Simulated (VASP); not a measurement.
Crystal: FeO (Wuestite).

```
Fe O
1.0
     1.49829    0.86504    2.48552
    -1.49829    0.86504    2.48552
     0.00000   -1.73008    2.48552
Fe O
1 1
Direct
  0.00000 0.00000 0.00000
  0.50000 0.50000 0.50000
```

Base run:

| Property | Result |
| --- | --- |
| Program | VASP 6.6.1 |
| Functional | PBE |
| Potentials or basis | VASP PAW PBE potentials, release 64 (Fe_sv, O) |
| Cutoff | 600 eV |
| k mesh | 11 × 11 × 11 |
| Occupations | fermi-dirac, width 0.05 eV |
| Spin | collinear spin, ferromagnetic start |
| Starting moments | [3.0, 0.0] μB |

Its results: band gap on the k mesh zero (filled and empty bands overlap); pressure 4.4 GPa; net moment 4.00 μB per cell; site moments Fe +3.47; O +0.30 μB.

The run is repeated on the same cell with these changes: potentials or basis from VASP PAW PBE potentials, release 64 (Fe_sv, O) to VASP PAW PBE potentials, release 64 (Fe, O); cutoff from 600 eV to 520 eV; further incar settings from ALGO = Normal; EDIFF = 1e-06; NBANDS = 22 to ALGO = Normal; EDIFF = 1e-07; NBANDS = 18; valence electrons from 22 to 14. What comes out?

Band gap on the k mesh zero (filled and empty bands overlap); pressure 7.1 GPa; net moment 4.00 μB per cell; site moments Fe +3.61; O +0.31 μB.

Caveats: a cell with one magnetic atom can't hold antiferromagnetic order, which such compounds often take; semilocal functionals often make such compounds metallic where correlation or magnetic order opens a gap, which also shifts bond lengths.
